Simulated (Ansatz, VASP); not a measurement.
**Two plane-wave programs on NbSi**

Contents of INCAR:

```
ALGO = Normal
EDIFF = 1E-6
EDIFFG = -0.04
ENCUT = 600
GGA = PE
IBRION = 2
ISIF = 3
ISMEAR = 0
LASPH = True
LCHARG = False
LREAL = False
LWAVE = False
NELM = 60
NSW = 90
PREC = Accurate
SIGMA = 0.1
```

KPOINTS

```
k-points
0
Gamma
  6 6 6
```

The input POSCAR:

```
NbSi
1.0
    2.8492878000      0.0000000000      0.0000000000
    0.0000000000      2.8492878000      0.0000000000
    0.0000000000      0.0000000000      2.8492878000
Nb Si
1 1
Direct
    0.0000000000      0.0000000000      0.0000000000
    0.5000000000      0.5000000000      0.5000000000
```

Input for Ansatz:

```yaml
crystal:
  lattice:
    - [2.8492878, 0.0, 0.0]
    - [0.0, 2.8492878, 0.0]
    - [0.0, 0.0, 2.8492878]
  atoms:
    - { symbol: Nb, position: [0.0, 0.0, 0.0] }
    - { symbol: Si, position: [0.5, 0.5, 0.5] }
basis:
  ecutwfc: 420
kpoints:
  mp_grid: { grid: [6, 6, 6] }
hamiltonian:
  xc: pbe
scf:
  occupations: { method: gaussian, width: 0.1 }
  lower_state_search: "off"
output:
  forces: true
  stress: true
  eigenvalues: true
relax:
  adjacent_minimum: "off"
  f_tol: 0.04
  max_steps: 70
  cell: { stress_tol: 0.4 }
```

Alike in both runs: task relaxation of cell and atoms; functional PBE; k mesh 6 × 6 × 6; occupations gaussian, width 0.1 eV; no spin polarisation.

|  | VASP | Ansatz |
| --- | --- | --- |
| version | VASP 6.6.1 | Ansatz 0.2.0 |
| potentials or method | VASP PAW PBE potentials, release 64 (Nb_sv, Si), cutoff 600 eV | scalar-relativistic, plane waves, PAW |
| valence electrons in the cell | 17 | 17 |

|  | VASP | Ansatz | Ansatz less VASP |
| --- | --- | --- | --- |
| gap on the k mesh at the Fermi level, each at its own relaxed structure (eV) | none | none | - |
| relaxed volume (Å³/atom) | 15.72 | 15.72 | +0.001 |
| relaxed cell length with the largest relative difference (Å) | 3.156 | 3.156 | +0.0001 |

A gap of «none» marks a metal or a gap that the smearing closes.

The k mesh is coarse, so the values compare programs but aren't converged. Noted on VASP's run: the volume moved by over 15 % at a fixed basis, so the end points are rough.
